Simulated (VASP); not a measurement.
# Ga8AsP6 (a cell with a defect) in VASP: single point with PBE

Aim: the single point of Ga8AsP6 (a cell with a defect) with PBE.

Program: VASP 6.6.1. These are calculated values, not measurements. Logs are shortened: lines on timing, memory, paths and dates and some standing lists are left out, and cuts for length are marked.

**1. The cell of the first run**

The cell holds a defect, 15 atoms: a = 7.785 Å, b = 7.785 Å, c = 7.785 Å, α = 60.00°, β = 60.00°, γ = 60.00°.

**2. Single point, PBE**

File INCAR:

```
  PREC = Accurate
  ENCUT = 520
  EDIFF = 1E-6
  ISMEAR = 0
  SIGMA = 0.02
  LREAL = Auto
  LASPH = T
  NELM = 80
  ALGO = Normal
  ISIF = 2
  LWAVE = F
  LCHARG = T
  GGA = PE
  LELF = T
  LVHAR = T
  NBANDS = 82
```

File KPOINTS:

```
regular mesh
0
Gamma
  2 2 2
```

File POSCAR:

```
Ga8AsP6
1.0
   -5.5051169764      5.5051169764      0.0000000000
   -5.5051169764      0.0000000000      5.5051169764
    0.0000000000      5.5051169764      5.5051169764
Ga As P
8 1 6
Direct
    1.0146706281      0.9675722646      0.4587320325
    0.4475019351      1.0366450930      0.5368958576
    1.0026855058      0.4818949373      0.5060303009
    0.9902214655      0.9885610103      0.0439649150
    0.5286276409      0.4900006688      0.5072687850
    0.5426387873      1.0038949261     -0.0183736332
    1.0064191231      0.5085819270     -0.0085596728
    0.5054404860      0.5091332322     -0.0031014781
    0.4296218428      0.8700181160      0.3639440376
    0.8995936001      0.3530210181      0.3661442634
    0.9124391038      0.8792763207      0.8457794848
    0.3733902493      0.4005542497      0.3760176230
    0.3751014754      0.8836625127      0.8961340006
    0.8779039611      0.3760917359      0.8768787331
    0.3854111564      0.3760920084      0.8772444838
```

Potentials or basis: VASP PAW PBE potentials, release 64 (Ga_d, As, P).

Launch:

```bash
$ cat potpaw_PBE.64/Ga_d/POTCAR potpaw_PBE.64/As/POTCAR potpaw_PBE.64/P/POTCAR > POTCAR
$ mpirun -np 1 vasp_std > vasp.out
```

OUTCAR:

```text
PREC = Accurate
   ENCUT = 520
   EDIFF = 1E-6
   ISMEAR = 0
   LREAL = Auto
   LASPH = T
   NELM = 80
   ISIF = 2
   GGA = PE

 ion  position               nearest neighbor table
   1  0.015  0.968  0.459-  10 2.47  11 2.50   9 2.70
   2  0.448  0.037  0.537-  13 2.31  12 2.34   9 2.37
   3  0.003  0.482  0.506-  14 2.36  10 2.37  12 2.38
   4  0.990  0.989  0.044-  13 2.45  14 2.48  11 2.50
   5  0.529  0.490  0.507-  15 2.36  10 2.37  12 2.40   9 2.42
   6  0.543  0.004  0.982-  11 2.35  15 2.38  13 2.39   9 2.43
   7  0.006  0.509  0.991-  11 2.37  14 2.39  10 2.39  15 2.41
   8  0.505  0.509  0.997-  14 2.37  15 2.37  13 2.39  12 2.41
   9  0.430  0.870  0.364-   2 2.37   5 2.42   6 2.43   1 2.70
  10  0.900  0.353  0.366-   5 2.37   3 2.37   7 2.39   1 2.47
  11  0.912  0.879  0.846-   6 2.35   7 2.37   4 2.50   1 2.50
  12  0.373  0.401  0.376-   2 2.34   3 2.38   5 2.40   8 2.41
  13  0.375  0.884  0.896-   2 2.31   8 2.39   6 2.39   4 2.45
  14  0.878  0.376  0.877-   3 2.36   8 2.37   7 2.39   4 2.48
  15  0.385  0.376  0.877-   5 2.36   8 2.37   6 2.38   7 2.41

  LATTYP: Found a face centered cubic cell.
 ALAT       =    11.0102339528

  Lattice vectors:

 A1 = (  -5.5051169764,   5.5051169764,   0.0000000000)
 A2 = (  -5.5051169764,   0.0000000000,   5.5051169764)
 A3 = (   0.0000000000,   5.5051169764,   5.5051169764)

Analysis of symmetry for initial positions (statically):
=====================================================================
 Subroutine PRICEL returns:
 Original cell was already a primitive cell.

 Routine SETGRP: Setting up the symmetry group for a
 face centered cubic supercell.

 Subroutine GETGRP returns: Found  1 space group operations
 (whereof  1 operations were pure point group operations)
 out of a pool of 48 trial point group operations.

The static configuration has the point symmetry C_1 .

Analysis of symmetry for dynamics (positions and initial velocities):
=====================================================================
 Subroutine PRICEL returns:
 Original cell was already a primitive cell.

 Routine SETGRP: Setting up the symmetry group for a
 face centered cubic supercell.

 Subroutine GETGRP returns: Found  1 space group operations
 (whereof  1 operations were pure point group operations)
 out of a pool of 48 trial point group operations.

The dynamic configuration has the point symmetry C_1 .

 Subroutine INISYM returns: Found  1 space group operations
 (whereof  1 operations are pure point group operations),
 and found     1 'primitive' translations

----------------------------------------------------------------------------------------

                                     Primitive cell

  volume of cell :     333.6796

  direct lattice vectors                    reciprocal lattice vectors
    -5.505116976  5.505116976  0.000000000    -0.090824591  0.090824591 -0.090824591
    -5.505116976  0.000000000  5.505116976    -0.090824591 -0.090824591  0.090824591
     0.000000000  5.505116976  5.505116976     0.090824591  0.090824591  0.090824591

  length of vectors
     7.785411090  7.785411090  7.785411090     0.157312807  0.157312807  0.157312807

  position of ions in fractional coordinates (direct lattice)
     0.014670628  0.967572265  0.458732033
     0.447501935  0.036645093  0.536895858
     0.002685506  0.481894937  0.506030301
     0.990221465  0.988561010  0.043964915
     0.528627641  0.490000669  0.507268785
     0.542638787  0.003894926  0.981626367
     0.006419123  0.508581927  0.991440327
     0.505440486  0.509133232  0.996898522
     0.429621843  0.870018116  0.363944038
     0.899593600  0.353021018  0.366144263
     0.912439104  0.879276321  0.845779485
     0.373390249  0.400554250  0.376017623
     0.375101475  0.883662513  0.896134001
     0.877903961  0.376091736  0.876878733
     0.385411156  0.376092008  0.877244484

  ion indices of the primitive-cell ions
   primitive index   ion index
                 1           1
                 2           2
                 3           3
                 4           4
                 5           5
                 6           6
                 7           7
                 8           8
                 9           9
                10          10
                11          11
                12          12
                13          13
                14          14
                15          15

----------------------------------------------------------------------------------------

 KPOINTS: regular mesh

Automatic generation of k-mesh.
 Grid dimensions read from file:
 generate k-points for:    2    2    2

 Generating k-lattice:

  Cartesian coordinates                     Fractional coordinates (reciprocal lattice)
    -0.045412296  0.045412296 -0.045412296     0.500000000  0.000000000  0.000000000
    -0.045412296 -0.045412296  0.045412296     0.000000000  0.500000000  0.000000000
     0.045412296  0.045412296  0.045412296     0.000000000  0.000000000  0.500000000

  Length of vectors
     0.078656403  0.078656403  0.078656403

  Shift w.r.t. Gamma in fractional coordinates (k-lattice)
     0.000000000  0.000000000  0.000000000

 Subroutine IBZKPT returns following result:
 ===========================================

 Found      8 irreducible k-points:

 Following reciprocal coordinates:
            Coordinates               Weight
  0.000000  0.000000  0.000000      1.000000
  0.500000  0.000000  0.000000      1.000000
  0.000000  0.500000  0.000000      1.000000
  0.000000  0.000000  0.500000      1.000000
  0.500000  0.500000  0.500000      1.000000
  0.500000  0.500000  0.000000      1.000000
  0.000000  0.500000  0.500000      1.000000
  0.500000  0.000000  0.500000      1.000000
   k-points           NKPTS =      8   k-points in BZ     NKDIM =      8   number of bands    NBANDS=     82
   number of dos      NEDOS =    301   number of ions     NIONS =     15
   total plane-waves  NPLWV = 216000
   dimension x,y,z NGX =    60 NGY =   60 NGZ =   60
   dimension x,y,z NGXF=   120 NGYF=  120 NGZF=  120
   ions per type =               8   1   6
   NGX,Y,Z   is equivalent  to a cutoff of  12.81, 12.81, 12.81 a.u.
   NGXF,Y,Z  is equivalent  to a cutoff of  25.62, 25.62, 25.62 a.u.
 SYSTEM =  unknown system
   PREC   = accura    normal or accurate (medium, high low for compatibility)
   ISTART =      0    job   : 0-new  1-cont  2-samecut
   ICHARG =      2    charge: 1-file 2-atom 10-const
   ISPIN  =      1    spin polarized calculation?
   LNONCOLLINEAR =      F non collinear calculations
   LSORBIT =      F    spin-orbit coupling
   LASPH  =      T    aspherical Exc in radial PAW
   ENCUT  =  520.0 eV  38.22 Ry    6.18 a.u.  14.48 14.48 14.48*2*pi/ulx,y,z
   NELM   =     80;   NELMIN=  2; NELMDL= -5     # of ELM steps
   EDIFF  = 0.1E-05   stopping-criterion for ELM
   LREAL  =      T    real-space projection
   EDIFFG = 0.1E-04   stopping-criterion for IOM
   NSW    =      0    number of steps for IOM
   IBRION =     -1    ionic relax: 0-MD 1-quasi-New 2-CG
   NFREE  =      0    steps in history (QN), initial steepest desc. (CG)
   ISIF   =      2    stress and relaxation
   ISYM   =      2    0-nonsym 1-usesym 2-fastsym
   POTIM  = 0.5000    time-step for ionic-motion
   TEBEG  =    0.0;   TEEND  =   0.0 temperature during run
   PSTRESS=    0.0 pullay stress
   NELECT =     139.0000    total number of electrons
   NUPDOWN=      -1.0000    fix difference up-down
   EMIN   =  10.00;   EMAX   =-10.00  energy-range for DOS
   EFERMI =   0.00;   METHOD = LEGACY
   ISMEAR =     0;   SIGMA  =   0.02  broadening in eV -4-tet -1-fermi 0-gaus
   EFERMI_NEDOS =   21; number of points for ismear=-14 and -15
   IALGO  =     38    algorithm
   IMIX   =      4    mixing-type and parameters
     AMIX     =   0.40;   BMIX     =  1.00
     AMIX_MAG =   1.60;   BMIX_MAG =  1.00
  volume/ion in A,a.u.               =      22.25       150.12
  Fermi-wavevector in a.u.,A,eV,Ry     =   1.222653  2.310479 20.339082  1.494880
  Thomas-Fermi vector in A             =   2.357792
   LORBIT       =      0    0 simple, 1 ext, 2 COOP (PROOUT), +10 PAW based schemes
   GGA     = PE    functional components
   LHFCALC =     F    Hartree Fock is set to
   AEXX    =    0.0000 exact exchange contribution
   IVDW    =     0    specifies the selected vdW correction
   LEPSILON=     F    determine dielectric tensor
   LRPA    =     F    only Hartree local field effects (RPA)
 non-spin polarized calculation
 Gauss-broadening in eV      SIGMA  =   0.02
  energy-cutoff  :      520.00
  volume of cell :      333.68
 maximum number of plane-waves:      9089
 NGX is ok and might be reduce to    60
   NGX = 29   NGY = 29   NGZ = 29

 number of electron     139.0000004 magnetization

 Free energy of the ion-electron system (eV)
  ---------------------------------------------------
  ext. energy  EPLUGINS =         0.00000000
  ---------------------------------------------------
  free energy    TOTEN  =       -63.07088047 eV

  energy without entropy =      -63.07088047  energy(sigma->0) =      -63.07088047

 E-fermi :   3.8107     XC(G=0):  -9.4882

 val. band max:        3.7082431660   @ k =   0.5000   0.0000   0.5000
 cond. band min:       4.0326982423   @ k =   0.0000   0.5000   0.0000
 fundamental gap:      0.3244550763
 Fermi energy:         3.8106631981

 k-point     1 :       0.0000    0.0000    0.0000
  band No.  band energies     occupation
      1     -11.0739      2.00000
      2     -11.0466      2.00000
      3     -11.0132      2.00000
      4     -11.0064      2.00000
      5     -10.9858      2.00000
      6     -10.9625      2.00000
[... 661 lines left out ...]
     80       8.5136      0.00000
     81       8.6396      0.00000
 [bands above 81 left out]

------------------------ aborting loop because EDIFF is reached ----------------------------------------

  FORCE on cell =-STRESS in cart. coord.  units (eV):
  Direction    XX          YY          ZZ          XY          YZ          ZX
  --------------------------------------------------------------------------------------
  -------------------------------------------------------------------------------------
  Total       -0.0979056     -0.4302426      0.9672928      0.9478100     -1.6956530      0.4913194
  in kB       -0.4700979     -2.0658290      4.6444991      4.5509515     -8.1417530      2.3590920
  external PRESSURE =       0.7028574 kB  Pullay stress =       0.0000000 kB

 VOLUME and BASIS-vectors are now :
 -----------------------------------------------------------------------------
  energy-cutoff  :      520.00
  volume of cell :      333.68
      direct lattice vectors                 reciprocal lattice vectors
    -5.505116976  5.505116976  0.000000000    -0.090824591  0.090824591 -0.090824591
    -5.505116976  0.000000000  5.505116976    -0.090824591 -0.090824591  0.090824591
     0.000000000  5.505116976  5.505116976     0.090824591  0.090824591  0.090824591

 POSITION                                       TOTAL-FORCE (eV/Angst)
 -----------------------------------------------------------------------------------
     -5.40736      2.60614      7.85197        -0.226452      0.221198      0.007614
     -2.66529      5.41923      3.15741        -0.055200      0.060028     -0.124891
     -2.66767      2.80054      5.43864         0.053591      0.149059     -0.099096
    -10.89343      5.69332      5.68418        -0.019574      0.061689      0.014273
     -5.60767      5.70273      5.49009         0.000691      0.006379     -0.008536
     -3.00873      8.39126      5.42541        -0.021769     -0.017544     -0.045689
     -2.83514      5.49333      8.25780        -0.051603      0.006413      0.035324
     -5.58535      8.27055      8.29088        -0.019616     -0.013974     -0.027221
     -7.15467      4.36867      6.79311         0.466879     -0.529523      0.212898
     -6.89579      6.96804      3.95909        -0.043763     -0.026738      0.076345
     -9.86360      9.67920      9.49663        -0.017752      0.042154      0.092523
     -4.26066      4.12558      4.27512        -0.000272      0.032137     -0.072627
     -6.92964      6.99830      9.79799        -0.036471     -0.027707     -0.059485
     -6.90339      9.66028      6.89775        -0.020631      0.039826      0.013654
     -4.19216      6.95107      6.89976        -0.008059     -0.003397     -0.015086
 -----------------------------------------------------------------------------------
    total drift:                               -0.008796      0.003372      0.002530

  FREE ENERGIE OF THE ION-ELECTRON SYSTEM (eV)
  ---------------------------------------------------
  free  energy   TOTEN  =       -63.0708804709 eV

  energy  without entropy=      -63.0708804709  energy(sigma->0) =      -63.07088047
```

Run time: 6.8 min. Hardware: 1 thread of AMD EPYC 7R13 (Zen 3), shared host; peak memory 0.53 GiB.

What came out:

- Free energy: -63.0709 eV
- Pressure: 0.1 GPa
- Largest force: 0.737 eV/Å
- Band gap on the k mesh: zero (an odd number of electrons rules out a gap without spin polarisation)

Forces in eV/Å, atoms in the order of the input:
```
Ga  -0.226  0.221  0.008
Ga  -0.055  0.060 -0.125
Ga   0.054  0.149 -0.099
Ga  -0.020  0.062  0.014
Ga   0.001  0.006 -0.009
Ga  -0.022 -0.018 -0.046
Ga  -0.052  0.006  0.035
Ga  -0.020 -0.014 -0.027
As   0.467 -0.530  0.213
P   -0.044 -0.027  0.076
P   -0.018  0.042  0.093
P    0.000  0.032 -0.073
P   -0.036 -0.028 -0.059
P   -0.021  0.040  0.014
P   -0.008 -0.003 -0.015
```

Stress tensor (GPa, compression positive):
```
-0.05  0.46  0.24
 0.46 -0.21 -0.81
 0.24 -0.81  0.46
```

Caveat: the k points lie up to 0.49 Å⁻¹ apart, too coarse for converged energies and pressures of a metal.
